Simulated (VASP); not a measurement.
# In (I4/mmm) in VASP: further runs

Runs on In. Level: PBE. Tasks: single point.

Program: VASP 6.6.1. These are calculated values, not measurements. Logs are shortened: lines on timing, memory, paths and dates and some standing lists are left out, and cuts for length are marked.

## (1) The cell of the first run

Symmetry: I4/mmm, No. 139, tetragonal system. Conventional cell: a = 3.321 Å, b = 3.321 Å, c = 4.502 Å, α = 90.00°, β = 90.00°, γ = 90.00°. Within 4.3 Å of In (site symmetry 4/mmm) lie 12 In at 3.25 to 3.32 Å.

## (2) Single point, PBE (volume scaled by 0.9405)

INCAR

```
ALGO = Normal
EDIFF = 1E-6
ENCUT = 520
GGA = PE
ISIF = 2
ISMEAR = -1
LASPH = True
LCHARG = True
LELF = True
LREAL = False
LVHAR = True
LWAVE = False
NBANDS = 12
NELM = 80
PREC = Accurate
SIGMA = 0.03
```

KPOINTS

```
k-points
0
Gamma
  17 17 17
```

POSCAR

```
In
1.0
   -1.6604059914      1.6604059914      2.2508730305
    1.6604059914     -1.6604059914      2.2508730305
    1.6604059914      1.6604059914     -2.2508730305
In
1
Direct
    0.0000000000      0.0000000000      0.0000000000
```

Potentials or basis: VASP PAW PBE potentials, release 64 (In_d).

Launch:

```console
$ cat potpaw_PBE.64/In_d/POTCAR > POTCAR
$ mpirun -np 1 vasp_std > vasp.out
```

OUTCAR:

```text
EDIFF = 1E-6
   ENCUT = 520
   GGA = PE
   ISIF = 2
   ISMEAR = -1
   LASPH = True
   LREAL = False
   NELM = 80
   PREC = Accurate

 ion  position               nearest neighbor table
   1  0.000  0.000  0.000-

  LATTYP: Found a body centered tetragonal cell.
 ALAT       =     3.3208119828
 C/A-ratio  =     1.3556160615

  Lattice vectors:

 A1 = (  -1.6604059914,   1.6604059914,   2.2508730305)
 A2 = (   1.6604059914,  -1.6604059914,   2.2508730305)
 A3 = (   1.6604059914,   1.6604059914,  -2.2508730305)

Analysis of symmetry for initial positions (statically):
=====================================================================
 Subroutine PRICEL returns:
 Original cell was already a primitive cell.

 Routine SETGRP: Setting up the symmetry group for a
 body centered tetragonal supercell.

 Subroutine GETGRP returns: Found 16 space group operations
 (whereof 16 operations were pure point group operations)
 out of a pool of 16 trial point group operations.

The static configuration has the point symmetry D_4h.

Analysis of symmetry for dynamics (positions and initial velocities):
=====================================================================
 Subroutine PRICEL returns:
 Original cell was already a primitive cell.

 Routine SETGRP: Setting up the symmetry group for a
 body centered tetragonal supercell.

 Subroutine GETGRP returns: Found 16 space group operations
 (whereof 16 operations were pure point group operations)
 out of a pool of 16 trial point group operations.

The dynamic configuration has the point symmetry D_4h.

 Subroutine INISYM returns: Found 16 space group operations
 (whereof 16 operations are pure point group operations),
 and found     1 'primitive' translations

----------------------------------------------------------------------------------------

                                     Primitive cell

  volume of cell :      24.8222

  direct lattice vectors                    reciprocal lattice vectors
    -1.660405991  1.660405991  2.250873031     0.000000000  0.301131171  0.222136030
     1.660405991 -1.660405991  2.250873031     0.301131171  0.000000000  0.222136030
     1.660405991  1.660405991 -2.250873031     0.301131171  0.301131171  0.000000000

  length of vectors
     3.252741230  3.252741230  3.252741230     0.374198340  0.374198340  0.425863786

  position of ions in fractional coordinates (direct lattice)
     0.000000000  0.000000000  0.000000000

  ion indices of the primitive-cell ions
   primitive index   ion index
                 1           1

----------------------------------------------------------------------------------------

 KPOINTS: k-points

Automatic generation of k-mesh.
 Grid dimensions read from file:
 generate k-points for:   17   17   17

 Generating k-lattice:

  Cartesian coordinates                     Fractional coordinates (reciprocal lattice)
     0.000000000  0.017713598  0.013066825     0.058823529 -0.000000000  0.000000000
     0.017713598  0.000000000  0.013066825    -0.000000000  0.058823529  0.000000000
     0.017713598  0.017713598  0.000000000     0.000000000  0.000000000  0.058823529

  Length of vectors
     0.022011667  0.022011667  0.025050811

  Shift w.r.t. Gamma in fractional coordinates (k-lattice)
     0.000000000  0.000000000  0.000000000

 Subroutine IBZKPT returns following result:
 ===========================================

 Found    405 irreducible k-points:

 Following reciprocal coordinates:
            Coordinates               Weight
  0.000000  0.000000  0.000000      1.000000
  0.058824 -0.000000  0.000000      8.000000
  0.117647 -0.000000  0.000000      8.000000
  0.176471 -0.000000  0.000000      8.000000
  0.235294 -0.000000  0.000000      8.000000
  0.294118 -0.000000  0.000000      8.000000
[... 16 lines left out ...]
 -0.176471  0.058824 -0.000000     16.000000
 -0.117647  0.058824 -0.000000     16.000000
 [... further k-points ...]
   k-points           NKPTS =    405   k-points in BZ     NKDIM =    405   number of bands    NBANDS=     12
   number of dos      NEDOS =    301   number of ions     NIONS =      1
   total plane-waves  NPLWV =  13824
   dimension x,y,z NGX =    24 NGY =   24 NGZ =   24
   dimension x,y,z NGXF=    48 NGYF=   48 NGZF=   48
   ions per type =               1
   NGX,Y,Z   is equivalent  to a cutoff of  12.27, 12.27, 12.27 a.u.
   NGXF,Y,Z  is equivalent  to a cutoff of  24.53, 24.53, 24.53 a.u.
 SYSTEM =  unknown system
   PREC   = accura    normal or accurate (medium, high low for compatibility)
   ISTART =      0    job   : 0-new  1-cont  2-samecut
   ICHARG =      2    charge: 1-file 2-atom 10-const
   ISPIN  =      1    spin polarized calculation?
   LNONCOLLINEAR =      F non collinear calculations
   LSORBIT =      F    spin-orbit coupling
   LASPH  =      T    aspherical Exc in radial PAW
   ENCUT  =  520.0 eV  38.22 Ry    6.18 a.u.   6.05  6.05  6.05*2*pi/ulx,y,z
   NELM   =     80;   NELMIN=  2; NELMDL= -5     # of ELM steps
   EDIFF  = 0.1E-05   stopping-criterion for ELM
   LREAL  =      F    real-space projection
   EDIFFG = 0.1E-04   stopping-criterion for IOM
   NSW    =      0    number of steps for IOM
   IBRION =     -1    ionic relax: 0-MD 1-quasi-New 2-CG
   NFREE  =      0    steps in history (QN), initial steepest desc. (CG)
   ISIF   =      2    stress and relaxation
   ISYM   =      2    0-nonsym 1-usesym 2-fastsym
   POTIM  = 0.5000    time-step for ionic-motion
   TEBEG  =    0.0;   TEEND  =   0.0 temperature during run
   PSTRESS=    0.0 pullay stress
   NELECT =      13.0000    total number of electrons
   NUPDOWN=      -1.0000    fix difference up-down
   EMIN   =  10.00;   EMAX   =-10.00  energy-range for DOS
   EFERMI =   0.00;   METHOD = LEGACY
   ISMEAR =    -1;   SIGMA  =   0.03  broadening in eV -4-tet -1-fermi 0-gaus
   EFERMI_NEDOS =   21; number of points for ismear=-14 and -15
   IALGO  =     38    algorithm
   IMIX   =      4    mixing-type and parameters
     AMIX     =   0.40;   BMIX     =  1.00
     AMIX_MAG =   1.60;   BMIX_MAG =  1.00
  volume/ion in A,a.u.               =      24.82       167.51
  Fermi-wavevector in a.u.,A,eV,Ry     =   1.319601  2.493685 23.692475  1.741348
  Thomas-Fermi vector in A             =   2.449488
   LORBIT       =      0    0 simple, 1 ext, 2 COOP (PROOUT), +10 PAW based schemes
   GGA     = PE    functional components
   LHFCALC =     F    Hartree Fock is set to
   AEXX    =    0.0000 exact exchange contribution
   IVDW    =     0    specifies the selected vdW correction
   LEPSILON=     F    determine dielectric tensor
   LRPA    =     F    only Hartree local field effects (RPA)
 non-spin polarized calculation
  energy-cutoff  :      520.00
  volume of cell :       24.82
 maximum number of plane-waves:       681
   NGX = 13   NGY = 13   NGZ = 13

 number of electron      13.0000006 magnetization

 Free energy of the ion-electron system (eV)
  ---------------------------------------------------
  ext. energy  EPLUGINS =         0.00000000
  ---------------------------------------------------
  free energy    TOTEN  =        -2.52544542 eV

  energy without entropy =       -2.52431256  energy(sigma->0) =       -2.52487899

 E-fermi :   8.1820     XC(G=0): -10.5054

 val. band max:        8.1506103578   @ k =  -0.2353   0.3529   0.1765
 cond. band min:       8.2068000368   @ k =   0.2353   0.1765   0.1765
 fundamental gap:      0.0561896790
 Fermi energy:         8.1819945004

 k-point     1 :       0.0000    0.0000    0.0000
  band No.  band energies     occupation
      1      -6.5789      2.00000
      2      -6.5789      2.00000
      3      -6.5160      2.00000
      4      -6.3928      2.00000
      5      -6.3309      2.00000
      6      -1.7796      2.00000
      7      19.1277      0.00000
      8      19.2433      0.00000
      9      19.2433      0.00000
     10      19.7803      0.00000
     11      22.5766      0.00000
     12      22.5806      0.00000

 k-point     2 :       0.0588   -0.0000    0.0000
  band No.  band energies     occupation
      1      -6.5769      2.00000
      2      -6.5717      2.00000
      3      -6.5128      2.00000
      4      -6.3929      2.00000
      5      -6.3328      2.00000
      6      -1.7007      2.00000
      7      18.0972      0.00000
      8      19.0411      0.00000
      9      19.0643      0.00000
     10      19.6862      0.00000
     11      22.8404      0.00000
     12      22.8507      0.00000

 k-point     3 :       0.1176   -0.0000    0.0000
  band No.  band energies     occupation
      1      -6.5744      2.00000
      2      -6.5542      2.00000
      3      -6.5027      2.00000
      4      -6.3897      2.00000
      5      -6.3363      2.00000
      6      -1.4625      2.00000
      7      16.0733      0.00000
      8      18.6467      0.00000
      9      18.7323      0.00000
     10      19.6597      0.00000
     11      23.4074      0.00000
     12      23.5558      0.00000
[... 286 lines left out ...]
 k-point    23 :      -0.1765    0.0588   -0.0000
  band No.  band energies     occupation
      1      -6.5932      2.00000
      2      -6.5287      2.00000
      3      -6.4781      2.00000
      4      -6.3986      2.00000
      5      -6.3234      2.00000
      6      -1.1514      2.00000
      7      14.7548      0.00000
      8      17.4925      0.00000
      9      18.4213      0.00000
     10      19.9608      0.00000
     11      21.6474      0.00000
     12      23.2879      0.00000

 k-point    24 :      -0.1176    0.0588   -0.0000
  band No.  band energies     occupation
      1      -6.5918      2.00000
      2      -6.5466      2.00000
      3      -6.4920      2.00000
      4      -6.4019      2.00000
      5      -6.3285      2.00000
      6      -1.4953      2.00000
      7      16.8475      0.00000
      8      17.9941      0.00000
      9      18.7425      0.00000
     10      19.6264      0.00000
     11      22.4747      0.00000
     12      23.1744      0.00000

 [... further k-points ...]
[... 5 lines left out ...]
  --------------------------------------------------------------------------------------
  -------------------------------------------------------------------------------------
  Total        0.7579068      0.7579068      0.6638614      0.0000000      0.0000000      0.0000000
  in kB       48.9200443     48.9200443     42.8497641      0.0000000      0.0000000      0.0000000
  external PRESSURE =      46.8966175 kB  Pullay stress =       0.0000000 kB

 VOLUME and BASIS-vectors are now :
 -----------------------------------------------------------------------------
  energy-cutoff  :      520.00
  volume of cell :       24.82
      direct lattice vectors                 reciprocal lattice vectors
    -1.660405991  1.660405991  2.250873031     0.000000000  0.301131171  0.222136030
     1.660405991 -1.660405991  2.250873031     0.301131171  0.000000000  0.222136030
     1.660405991  1.660405991 -2.250873031     0.301131171  0.301131171  0.000000000

 POSITION                                       TOTAL-FORCE (eV/Angst)
 -----------------------------------------------------------------------------------
      0.00000      0.00000      0.00000        -0.000000      0.000000     -0.000000
 -----------------------------------------------------------------------------------
    total drift:                               -0.000000      0.000000      0.000000

  FREE ENERGIE OF THE ION-ELECTRON SYSTEM (eV)
  ---------------------------------------------------
  free  energy   TOTEN  =        -2.5254454181 eV

  energy  without entropy=       -2.5243125571  energy(sigma->0) =       -2.52487899
```

Wall time 2.4 min (1 thread of AMD EPYC 7R43 (Zen 3), shared host); peak memory 0.19 GiB.

What came out:

```
Free energy : -2.5254 eV
Pressure    : 4.7 GPa
```

Levels at points of the mesh, in eV from the Fermi level:
```csv
k point,band 2,band 3,band 4,band 5,band 6,band 7,band 8,band 9,band 10,band 11
"(0.00, 0.00, 0.00)",-14.76,-14.70,-14.57,-14.51,-9.96,10.95,11.06,11.06,11.60,14.39
```

Caveat: the cell differs from its parent crystal (volume scaled by 0.9405); spin-orbit coupling is left out, which moves the levels of the heavy elements.

## (3) Single point, PBE (volume scaled by 0.98)

INCAR

```
PREC     = Accurate       # precision mode
ENCUT    = 520            # plane-wave cutoff, eV
EDIFF    = 1E-6           # SCF threshold, eV
ISMEAR   = -1             # smearing method
SIGMA    = 0.03           # smearing width, eV
LREAL    = False          # projectors in reciprocal space
LASPH    = True           # aspherical terms in the spheres
NELM     = 60             # most SCF steps
ALGO     = Normal         # electronic algorithm
ISIF     = 2              # what is computed and relaxed
LWAVE    = False          # write WAVECAR
LCHARG   = False          # write CHGCAR
GGA      = PE             # functional
NBANDS   = 12             # bands
```

KPOINTS

```
Automatic mesh
0
Gamma
  17 17 17
```

POSCAR

```
In
1.0
   -1.6833330504      1.6833330504      2.2819533200
    1.6833330504     -1.6833330504      2.2819533200
    1.6833330504      1.6833330504     -2.2819533200
In
1
Direct
    0.0000000000      0.0000000000      0.0000000000
```

Potentials or basis: VASP PAW PBE potentials, release 64 (In_d).

Launch:

```console
$ cat potpaw_PBE.64/In_d/POTCAR > POTCAR
$ mpirun -np 1 vasp_std > vasp.out
```

It took 3.4 min on 1 thread of AMD EPYC 7R43 (Zen 3), shared host; peak memory 0.21 GiB.

Results (log left out):

| Quantity | Value |
| --- | --- |
| Free energy | -2.5490 eV |
| Pressure | 2.5 GPa |

Stress tensor (GPa, compression positive):
```
2.67 0.00 0.00
0.00 2.67 0.00
0.00 0.00 2.10
```

Levels at points of the mesh, in eV from the Fermi level:
```
           k point  band 3  band 4  band 5  band 6  band 7  band 8  band 9  band 10
(0.00, 0.00, 0.00)  -14.64  -14.53  -14.47   -9.65   10.58   10.70   10.70    11.53
```

Caveat: the cell differs from its parent crystal (volume scaled by 0.98); spin-orbit coupling is left out, which moves the levels of the heavy elements.

## (4) Single point, PBE

This run uses another cell than the first one, of 26.39 Å³/atom, 1.063 times its volume.

INCAR, as its differences from that of step 3:

```diff
@@ -7,3 +7,3 @@
 LASPH    = True           # aspherical terms in the spheres
-NELM     = 60             # most SCF steps
+NELM     = 100            # most SCF steps
 ALGO     = Normal         # electronic algorithm
```

KPOINTS

```
regular mesh
0
Gamma
  17 17 17
```

POSCAR

```
In
1.0
   -1.6947072674      1.6947072674      2.2973723912
    1.6947072674     -1.6947072674      2.2973723912
    1.6947072674      1.6947072674     -2.2973723912
In
1
Direct
    0.0000000000      0.0000000000      0.0000000000
```

Launch:

```console
$ cat potpaw_PBE.64/In_d/POTCAR > POTCAR
$ mpirun -np 1 vasp_std > vasp.out
```

Run time: 3.2 min. Hardware: 1 thread of AMD EPYC 7R43 (Zen 3), shared host; peak memory 0.21 GiB.

Results (log left out):

| Quantity | Value |
| --- | --- |
| Free energy | -2.5559 eV |
| Pressure | 1.5 GPa |

Stress tensor (GPa, compression positive):
```
1.72 0.00 0.00
0.00 1.72 0.00
0.00 0.00 1.18
```

Levels at points of the mesh, in eV from the Fermi level:
| k point | band 4 | band 5 | band 6 | band 7 | band 8 | band 9 |
| --- | --- | --- | --- | --- | --- | --- |
| (0.00, 0.00, 0.00) | -14.51 | -14.45 | -9.50 | 10.41 | 10.52 | 10.52 |

Caveat: spin-orbit coupling is left out, which moves the levels of the heavy elements.

## (5) Single point, PBE (volume scaled by 1.02)

INCAR

```
SYSTEM = In
PREC = Accurate
ENCUT = 520
EDIFF = 1E-6
ISMEAR = -1
SIGMA = 0.03
LREAL = .FALSE.
LASPH = .TRUE.
NELM = 100
ALGO = Normal
ISIF = 2
LWAVE = .FALSE.
LCHARG = .FALSE.
GGA = PE
NBANDS = 12
```

KPOINTS

```
regular mesh
0
G
  17 17 17
  0 0 0
```

POSCAR

```
In
1.0
   -1.7059308214      1.7059308214      2.3125872213
    1.7059308214     -1.7059308214      2.3125872213
    1.7059308214      1.7059308214     -2.3125872213
In
1
Direct
    0.0000000000      0.0000000000      0.0000000000
```

Potentials or basis: VASP PAW PBE potentials, release 64 (In_d).

Launch:

```console
$ cat potpaw_PBE.64/In_d/POTCAR > POTCAR
$ mpirun -np 1 vasp_std > vasp.out
```

OUTCAR:

```text
SYSTEM = In
   PREC = Accurate
   ENCUT = 520
   EDIFF = 1E-6
   ISMEAR = -1
   LREAL = .FALSE.
   LASPH = .TRUE.
   NELM = 100
   ISIF = 2
   GGA = PE

 ion  position               nearest neighbor table
   1  0.000  0.000  0.000-

  LATTYP: Found a body centered tetragonal cell.
 ALAT       =     3.4118616428
 C/A-ratio  =     1.3556160615

  Lattice vectors:

 A1 = (  -1.7059308214,   1.7059308214,   2.3125872213)
 A2 = (   1.7059308214,  -1.7059308214,   2.3125872213)
 A3 = (   1.7059308214,   1.7059308214,  -2.3125872213)

[... 530 lines left out ...]
      5      -7.2201      2.00000
      6      -1.8798      2.00000
      7      15.3765      0.00000
      8      16.4339      0.00000
      9      17.1362      0.00000
     10      18.2869      0.00000
     11      21.0092      0.00000
     12      21.5369      0.00000

 [... further k-points ...]
[... 5 lines left out ...]
  --------------------------------------------------------------------------------------
  -------------------------------------------------------------------------------------
  Total        0.1443406      0.1443406      0.0648789      0.0000000     -0.0000000      0.0000000
  in kB        8.5904943      8.5904943      3.8612967      0.0000000     -0.0000000      0.0000000
  external PRESSURE =       7.0140951 kB  Pullay stress =       0.0000000 kB

 VOLUME and BASIS-vectors are now :
 -----------------------------------------------------------------------------
  energy-cutoff  :      520.00
  volume of cell :       26.92
      direct lattice vectors                 reciprocal lattice vectors
    -1.705930821  1.705930821  2.312587221     0.000000000  0.293095121  0.216208061
     1.705930821 -1.705930821  2.312587221     0.293095121  0.000000000  0.216208061
     1.705930821  1.705930821 -2.312587221     0.293095121  0.293095121  0.000000000

 POSITION                                       TOTAL-FORCE (eV/Angst)
 -----------------------------------------------------------------------------------
      0.00000      0.00000      0.00000        -0.000000     -0.000000      0.000000
 -----------------------------------------------------------------------------------
    total drift:                                0.000000      0.000000      0.000000

  FREE ENERGIE OF THE ION-ELECTRON SYSTEM (eV)
  ---------------------------------------------------
  free  energy   TOTEN  =        -2.5598175723 eV

  energy  without entropy=       -2.5585384617  energy(sigma->0) =       -2.55917802
```

stdout:

```text
POSCAR found type information on POSCAR In
 POSCAR found :  1 types and       1 ions
 scaLAPACK will be used
 LDA part: xc-table for (Slater+PW92), standard interpolation
 POSCAR, INCAR and KPOINTS ok, starting setup
 FFT: planning ... GRIDC
 FFT: planning ... GRID_SOFT
 FFT: planning ... GRID
 WAVECAR not read
 entering main loop
```

Wall time 2.5 min (1 thread of AMD EPYC 7R43 (Zen 3), shared host); peak memory 0.22 GiB.

What came out:

```yaml
Free_energy: -2.5598 eV
Pressure: 0.7 GPa
```

Levels at points of the mesh, in eV from the Fermi level:
```csv
k point,band 2,band 3,band 4,band 5,band 6,band 7,band 8,band 9,band 10,band 11
"(0.00, 0.00, 0.00)",-14.64,-14.59,-14.49,-14.44,-9.36,10.24,10.35,10.35,11.46,13.73
```

Caveat: the cell differs from its parent crystal (volume scaled by 1.02); spin-orbit coupling is left out, which moves the levels of the heavy elements.

## (6) Overview

```tsv
cell	gap on the mesh (eV)	pressure (GPa)
a = 3.253 Å, angles 118.6, 118.6, 92.4°, 1 atom	none	4.7
a = 3.298 Å, angles 118.6, 118.6, 92.4°, 1 atom	none	2.5
a = 3.320 Å, angles 118.6, 118.6, 92.4°, 1 atom	none	1.5
a = 3.342 Å, angles 118.6, 118.6, 92.4°, 1 atom	none	0.7
```

Alike in all rows: task single point; level PBE; potentials or basis VASP PAW PBE potentials, release 64 (In_d); no spin polarisation; k mesh 17 × 17 × 17; cutoff (eV) 520; smearing fermi-dirac 0.03 eV.

Caveats: spin-orbit coupling is left out, which moves the levels of the heavy elements.

Absolute energies hang on the potentials; compare differences alone.
